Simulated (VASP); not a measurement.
A run of VASP 6.6.1 is set up as follows.

File INCAR:

```
SYSTEM = Cd
  ALGO = Normal
  EDIFF = 1E-6
  ENCUT = 520
  ISIF = 2
  ISMEAR = -1
  LASPH = .TRUE.
  LCHARG = .TRUE.
  LELF = .TRUE.
  LREAL = .FALSE.
  LVHAR = .TRUE.
  LWAVE = .FALSE.
  NBANDS = 19
  NELM = 80
  PREC = Accurate
  SIGMA = 0.05
```

The input KPOINTS:

```
k-points
0
G
  9 9 9
  0 0 0
```

Contents of POSCAR:

```
Cd
1.0
    0.0000000000      3.0681618156      3.0681618156
    3.0681618156      0.0000000000      3.0681618156
    3.0681618156      3.0681618156      0.0000000000
Cd
2
Direct
   -0.2600000000     -0.0800000000     -0.0800000000
    0.2600000000      0.0800000000      0.0800000000
```

Potentials or basis: VASP PAW LDA potentials, release 64 (Cd).

Launch:

```sh
$ cat potpaw_LDA.64/Cd/POTCAR > POTCAR
$ mpirun -np 1 vasp_std > vasp.out
```

Q: Estimate the largest force.

A: 54.746 eV/Å.

Q: What does it give for the pressure?

A: 80.8 GPa.

Forces on the atoms (eV/Å):
```
Cd  -31.608  31.608  31.608
Cd   31.608 -31.608 -31.608
```

Caveat: the cell differs from its parent crystal (shortest bond scaled by 0.64); atoms lie so close that the PAW spheres overlap strongly, which falsifies energies and pressures; the cell stands under pressure; forces of over 1 eV/Å act on the atoms, so gaps and moduli don't describe the material at rest.
